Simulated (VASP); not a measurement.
**PbSe: single point with LDA**

PbSe:

```
Pb Se
1.0
     3.78432    0.00000    0.00000
     0.00000    3.78432    0.00000
     0.00000    0.00000    3.78432
Pb Se
1 1
Direct
  0.00000 0.00000 0.00000
  0.50000 0.50000 0.50000
```

```json
{
 "Program": "VASP 6.6.1",
 "Task": "single point",
 "Functional": "LDA",
 "Potentials or basis": "VASP PAW LDA potentials, release 64 (Pb_d, Se)",
 "Cutoff": "500 eV",
 "k mesh": "6 × 6 × 6",
 "Occupations": "fermi-dirac, width 0.05 eV",
 "Spin": "non-collinear spin, zero start, spin-orbit coupling",
 "Starting moments": "[[0.0, 0.0, 0.0], [0.0, 0.0, 0.0]] μB"
}
```

```
Pressure                                              : -4.8 GPa
Net moment                                            : 0.00 μB per cell
Valence electrons inside the program's atomic spheres : Pb 11.83; Se 3.75
```

Moments on the atoms (μB; x, y, z):
```
Pb  0.00 0.00 0.00
Se  0.00 0.00 0.00
```

It took 120 s on 1 thread of Intel Xeon 8259CL, on a shared host, peak memory 0.23 GiB.

Caveat: the cell stands under tension.
